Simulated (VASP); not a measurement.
The system is AlFe.

```
Al Fe
1.0
     2.75655    0.00000    0.00000
     0.00000    2.75655    0.00000
     0.00000    0.00000    2.75655
Al Fe
1 1
Direct
  0.00000 0.00000 0.00000
  0.50000 0.50000 0.50000
```

This cell differs from its parent crystal: volume scaled by 0.85.

Base run:

```yaml
Program: VASP 6.6.1
Functional: PBE
Potentials_or_basis: VASP PAW PBE potentials, release 64 (Al, Fe)
Cutoff: 520 eV
k_mesh: 11 × 11 × 11
Occupations: fermi-dirac, width 0.1 eV
Spin: no spin polarisation
```

Its results: pressure 28.2 GPa.

Question: The run is repeated on the same cell with these changes: spin from no spin polarisation to collinear spin, ferromagnetic start; further incar settings from ALGO = Normal; EDIFF = 1e-06; NBANDS = 12 to ALGO = Normal; EDIFF = 1e-07; NBANDS = 16. What comes out?

Answer: Pressure 29.2 GPa; net moment 0.60 μB per cell; site moments Al -0.02; Fe +0.62 μB.
